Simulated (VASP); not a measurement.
# Hf3H4C2 (P-6) in VASP: further runs, part 2 of 3

VASP 6.6.1. The steps go on from the part before.

### Step 4. Single point, PBE

Input file INCAR:

```
ALGO = Normal
EDIFF = 1E-6
ENCUT = 520
GGA = PE
ISIF = 2
ISMEAR = 0
LASPH = True
LCHARG = False
LREAL = False
LWAVE = False
NBANDS = 31
NELM = 80
PREC = Accurate
SIGMA = 0.01
```

Input file KPOINTS:

```
k-points
0
Gamma
  6 6 12
```

Input file POSCAR:

```
Hf3H4C2
1.0
    5.8099278787      0.0000000000      0.0000000000
   -2.9049639393      5.0315451371      0.0000000000
    0.0000000000      0.0000000000      3.2093219645
Hf H C
3 4 2
Direct
    0.9875096393      0.6257745563      0.5000000000
    0.3742254437      0.3617350830      0.5000000000
    0.6382649170      0.0124903607      0.5000000000
    0.7905181764      0.9644540719      0.0000000000
    0.0355459281      0.8260641045      0.0000000000
    0.1739358955      0.2094818236      0.0000000000
    0.3333333333      0.6666666667      0.0000000000
    0.0000000000      0.0000000000      0.5000000000
    0.6666666667      0.3333333333      0.0000000000
```

Potentials or basis: VASP PAW PBE potentials, release 64 (Hf_pv, H, C).

Started as:

```console
$ cat potpaw_PBE.64/Hf_pv/POTCAR potpaw_PBE.64/H/POTCAR potpaw_PBE.64/C/POTCAR > POTCAR
$ mpirun -np 1 vasp_std > vasp.out
```

OUTCAR:

```text
EDIFF = 1E-6
   ENCUT = 520
   GGA = PE
   ISIF = 2
   ISMEAR = 0
   LASPH = True
   LREAL = False
   NELM = 80
   PREC = Accurate

 ion  position               nearest neighbor table
   1  0.988  0.626  0.500-   5 1.92   5 1.92   8 2.14   9 2.40   9 2.40   3 3.10   2 3.10   2 3.29
                             3 3.29   3 3.70   2 3.70
   2  0.374  0.362  0.500-   6 1.92   6 1.92   8 2.14   9 2.40   9 2.40   3 3.10   1 3.10   1 3.29
                             3 3.29   1 3.70   3 3.70
   3  0.638  0.012  0.500-   4 1.92   4 1.92   8 2.14   9 2.40   9 2.40   2 3.10   1 3.10   2 3.29
                             1 3.29   1 3.70   2 3.70
   4  0.791  0.964  0.000-   3 1.92   3 1.92
   5  0.036  0.826  0.000-   1 1.92   1 1.92
   6  0.174  0.209  0.000-   2 1.92   2 1.92
   7  0.333  0.667  0.000-
   8  0.000  0.000  0.500-   1 2.14   3 2.14   2 2.14
   9  0.667  0.333  0.000-   3 2.40   3 2.40   1 2.40   1 2.40   2 2.40   2 2.40

  LATTYP: Found a hexagonal cell.
 ALAT       =     5.8099278787
 C/A-ratio  =     0.5523858525

  Lattice vectors:

 A1 = (   5.8099278787,   0.0000000000,   0.0000000000)
 A2 = (  -2.9049639393,   5.0315451371,   0.0000000000)
 A3 = (   0.0000000000,   0.0000000000,   3.2093219645)

Analysis of symmetry for initial positions (statically):
=====================================================================
 Subroutine PRICEL returns:
 Original cell was already a primitive cell.

 Routine SETGRP: Setting up the symmetry group for a
 hexagonal supercell.

 Subroutine GETGRP returns: Found  6 space group operations
 (whereof  6 operations were pure point group operations)
 out of a pool of 24 trial point group operations.

The static configuration has the point symmetry C_3h.

Analysis of symmetry for dynamics (positions and initial velocities):
=====================================================================
 Subroutine PRICEL returns:
 Original cell was already a primitive cell.

 Routine SETGRP: Setting up the symmetry group for a
[... 142 lines left out ...]
  Fermi-wavevector in a.u.,A,eV,Ry     =   1.252361  2.366619 21.339480  1.568408
  Thomas-Fermi vector in A             =   2.386265
   LORBIT       =      0    0 simple, 1 ext, 2 COOP (PROOUT), +10 PAW based schemes
   GGA     = PE    functional components
   LHFCALC =     F    Hartree Fock is set to
   AEXX    =    0.0000 exact exchange contribution
   IVDW    =     0    specifies the selected vdW correction
   LEPSILON=     F    determine dielectric tensor
   LRPA    =     F    only Hartree local field effects (RPA)
 non-spin polarized calculation
 Gauss-broadening in eV      SIGMA  =   0.01
  energy-cutoff  :      520.00
  volume of cell :       93.82
 maximum number of plane-waves:      2553
 NGX is ok and might be reduce to    48
   NGX = 21   NGY = 21   NGZ = 11

 number of electron      42.0000000 magnetization

 Free energy of the ion-electron system (eV)
  ---------------------------------------------------
  ext. energy  EPLUGINS =         0.00000000
  ---------------------------------------------------
  free energy    TOTEN  =       -60.40148477 eV

  energy without entropy =      -60.40134315  energy(sigma->0) =      -60.40141396

 E-fermi :   4.7285     XC(G=0): -11.1778

 val. band max:        4.7179345058   @ k =   0.5000   0.0000   0.5000
 cond. band min:       4.7359778648   @ k =   0.3333   0.0000   0.3333
 fundamental gap:      0.0180433589
 Fermi energy:         4.7285113713

 k-point     1 :       0.0000    0.0000    0.0000
  band No.  band energies     occupation
      1     -26.2653      2.00000
      2     -26.1147      2.00000
      3     -26.1147      2.00000
      4     -25.9950      2.00000
      5     -25.7551      2.00000
      6     -25.7551      2.00000
[... 805 lines left out ...]
     30       9.4136      0.00000
     31      10.0157      0.00000

 [... further k-points ...]
[... 5 lines left out ...]
  --------------------------------------------------------------------------------------
  -------------------------------------------------------------------------------------
  Total       -0.2162033     -0.2162033     -0.3004859      0.0000004      0.0000000      0.0000000
  in kB       -3.6922189     -3.6922189     -5.1315576      0.0000068      0.0000000      0.0000000
  external PRESSURE =      -4.1719985 kB  Pullay stress =       0.0000000 kB

 VOLUME and BASIS-vectors are now :
 -----------------------------------------------------------------------------
  energy-cutoff  :      520.00
  volume of cell :       93.82
      direct lattice vectors                 reciprocal lattice vectors
     5.809927879  0.000000000  0.000000000     0.172119176  0.099373053  0.000000000
    -2.904963939  5.031545137  0.000000000     0.000000000  0.198746105  0.000000000
     0.000000000  0.000000000  3.209321964     0.000000000  0.000000000  0.311592296

 POSITION                                       TOTAL-FORCE (eV/Angst)
 -----------------------------------------------------------------------------------
      3.91951      3.14861      1.60466        -0.024521     -0.018059     -0.000000
      1.12340      1.82009      1.60466         0.027900     -0.012207      0.000000
      3.67199      0.06285      1.60466        -0.003379      0.030265     -0.000000
      1.79115      4.85269      0.00000        -0.003818     -0.009804      0.000000
     -2.19317      4.15638      0.00000         0.010399      0.001596      0.000000
      0.40202      1.05402      0.00000        -0.006582      0.008208      0.000000
     -0.00000      3.35436      0.00000        -0.000000      0.000000      0.000000
      0.00000      0.00000      1.60466        -0.000000      0.000000      0.000000
      2.90496      1.67718      0.00000         0.000000      0.000000      0.000000
 -----------------------------------------------------------------------------------
    total drift:                               -0.000000     -0.000001     -0.000000

  FREE ENERGIE OF THE ION-ELECTRON SYSTEM (eV)
  ---------------------------------------------------
  free  energy   TOTEN  =       -60.4014847694 eV

  energy  without entropy=      -60.4013431483  energy(sigma->0) =      -60.40141396
```

It took 2.2 min on 1 thread of Intel Xeon Platinum 8259CL at 2.50GHz (Skylake/Cascade Lake), shared host; peak memory 0.31 GiB.

Results:

```yaml
Free_energy: -60.4015 eV
Pressure: -0.4 GPa
Largest_force: 0.030 eV/Å
Band_gap_on_the_k_mesh: zero (band 21 reaches 4.98 eV, above the bottom of band 22 at 4.62 eV)
```

Forces in eV/Å, atoms in the order of the input:
```
Hf  -0.025 -0.018  0.000
Hf   0.028 -0.012  0.000
Hf  -0.003  0.030  0.000
H   -0.004 -0.010  0.000
H    0.010  0.002  0.000
H   -0.007  0.008  0.000
H    0.000  0.000  0.000
C    0.000  0.000  0.000
C    0.000  0.000  0.000
```

Levels at points of the mesh, in eV from the Fermi level:
| k point | band 19 | band 20 | band 21 | band 22 | band 23 | band 24 |
| --- | --- | --- | --- | --- | --- | --- |
| (0.00, 0.00, 0.00) | -1.46 | -1.46 | -0.63 | 0.94 | 0.94 | 1.52 |
| (0.50, 0.00, 0.00) | -1.89 | -1.45 | -0.96 | 0.12 | 0.82 | 2.41 |
| (0.00, 0.00, 0.50) | -1.93 | -1.93 | -0.92 | 0.56 | 0.56 | 1.92 |
| (0.50, 0.00, 0.50) | -2.36 | -2.19 | -1.05 | -0.01 | 1.34 | 1.78 |

Caveat: spin-orbit coupling is left out, which moves the levels of the heavy elements.

### Step 5. Single point, PBE

Input file INCAR:

```
SYSTEM = Hf3H4C2
PREC = Accurate ; ENCUT = 520
EDIFF = 1E-7 ; ISMEAR = 0
SIGMA = 0.1 ; LREAL = .FALSE.
LASPH = .TRUE. ; NELM = 60
ALGO = Normal ; ISIF = 2
LWAVE = .FALSE. ; LCHARG = .FALSE.
GGA = PE ; NBANDS = 31
```

Input file KPOINTS:

```
regular mesh
0
G
  6 6 12
  0 0 0
```

Input file POSCAR:

```
Hf3H4C2
1.0
    5.8113761124      0.0000000000      0.0000000000
   -2.9056880562      5.0327993443      0.0000000000
    0.0000000000      0.0000000000      3.2086656706
Hf H C
3 4 2
Direct
    0.9873736969      0.6258072702      0.5000000000
    0.3741927298      0.3615664266      0.5000000000
    0.6384335734      0.0126263031      0.5000000000
    0.7902910593      0.9639419995      0.0000000000
    0.0360580005      0.8263490598      0.0000000000
    0.1736509402      0.2097089407      0.0000000000
    0.3333333333      0.6666666667      0.0000000000
    0.0000000000      0.0000000000      0.5000000000
    0.6666666667      0.3333333333      0.0000000000
```

Started as:

```console
$ cat potpaw_PBE.64/Hf_pv/POTCAR potpaw_PBE.64/H/POTCAR potpaw_PBE.64/C/POTCAR > POTCAR
$ mpirun -np 1 vasp_std > vasp.out
```

Wall time 2.7 min (1 thread of Intel Xeon Platinum 8259CL at 2.50GHz (Skylake/Cascade Lake), shared host); peak memory 0.3 GiB.

The run converged. Its results:

* Free energy: -60.4064 eV
* Pressure: -0.4 GPa
* Largest force: 0.035 eV/Å
* Band gap on the k mesh: zero (band 21 reaches 4.98 eV, above the bottom of band 22 at 4.62 eV)

Forces on the atoms (eV/Å):
```
Hf  -0.021 -0.027  0.000
Hf   0.034 -0.005  0.000
Hf  -0.013  0.032  0.000
H   -0.002 -0.006  0.000
H    0.006  0.001  0.000
H   -0.004  0.005  0.000
H    0.000  0.000  0.000
C    0.000  0.000  0.000
C    0.000  0.000  0.000
```

Stress tensor (GPa, compression positive):
```
-0.38  0.00  0.00
 0.00 -0.38  0.00
 0.00  0.00 -0.48
```

Levels at points of the mesh, in eV from the Fermi level:
| k point | band 18 | band 19 | band 20 | band 21 | band 22 | band 23 | band 24 | band 25 |
| --- | --- | --- | --- | --- | --- | --- | --- | --- |
| (0.00, 0.00, 0.00) | -2.11 | -1.47 | -1.47 | -0.64 | 0.93 | 0.93 | 1.51 | 2.42 |
| (0.50, 0.00, 0.00) | -2.07 | -1.90 | -1.46 | -0.97 | 0.11 | 0.81 | 2.41 | 2.55 |
| (0.00, 0.00, 0.50) | -2.43 | -1.94 | -1.94 | -0.93 | 0.55 | 0.55 | 1.90 | 1.90 |
| (0.50, 0.00, 0.50) | -2.78 | -2.37 | -2.20 | -1.06 | -0.02 | 1.32 | 1.76 | 2.07 |

Caveat: spin-orbit coupling is left out, which moves the levels of the heavy elements.

[end of part 2 of 3]
